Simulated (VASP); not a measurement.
A run of VASP 6.6.1:

Contents of INCAR:

```
SYSTEM = TaN
PREC = Accurate
ENCUT = 520
EDIFF = 1E-6
ISMEAR = -1
SIGMA = 0.05
LREAL = .False.
LASPH = .True.
NELM = 80
ALGO = Normal
ISIF = 2
LWAVE = .False.
LCHARG = .False.
GGA = RP
IVDW = 12
NBANDS = 33
```

Contents of KPOINTS:

```
regular mesh
0
Gamma
  6 6 9
  0 0 0
```

POSCAR

```
TaN
1.0
    5.0108713571      0.0000000000      0.0000000000
   -2.5054356786      4.3395418904      0.0000000000
    0.0000000000      0.0000000000      2.8447622650
Ta N
3 3
Direct
    0.0000000000      0.0000000000      0.0000000000
    0.6666666667      0.3333333333      0.5000000000
    0.3333333333      0.6666666667      0.5000000000
    0.0000000000      0.3983749744      0.0000000000
    0.6016250256      0.6016250256      0.0000000000
    0.3983749744      0.0000000000      0.0000000000
```

Potentials or basis: VASP PAW PBE potentials, release 64 (Ta_pv, N).

Launch:

```console
$ cat potpaw_PBE.64/Ta_pv/POTCAR potpaw_PBE.64/N/POTCAR > POTCAR
$ mpirun -np 1 vasp_std > vasp.out
```

Hardware: 1 thread of Intel(R) Xeon(R) Platinum 8259CL CPU @ 2.50GHz (Skylake/Cascade Lake) (shared host).

Estimate the wall time of this run.

It took 75 s on 1 thread of Intel(R) Xeon(R) Platinum 8259CL CPU @ 2.50GHz (Skylake/Cascade Lake), with other jobs on the host, peak memory 0.22 GiB. Counts: scf iterations 14, k points 35.
